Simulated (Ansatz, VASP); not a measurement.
One calculation of K, two programs

```xyz
4
Lattice="4.8381 0.0000 0.0000 -2.4190 4.1899 0.0000 0.0000 0.0000 15.7835" Properties=species:S:1:pos:R:3 pbc="T T T"
K     4.8381    0.0000    0.0000
K     4.8381    0.0000    7.8918
K     0.0000    2.7933    3.9459
K     2.4190    1.3966   11.8376
```

Alike in both runs: task single point; functional PBE; k mesh 9 × 9 × 3; occupations fermi-dirac, width 0.1 eV; no spin polarisation.

```csv
,VASP,Ansatz
version,VASP 6.6.1,Ansatz 0.2.0
potentials or method,"VASP PAW PBE potentials, release 64 (K_sv), cutoff 520 eV","plane waves (420 eV) with PAW, scalar-relativistic"
valence electrons in the cell,36,36
```

|  | VASP | Ansatz | Ansatz less VASP |
| --- | --- | --- | --- |
| pressure (GPa) | -0.2 | -0.2 | +0.01 |
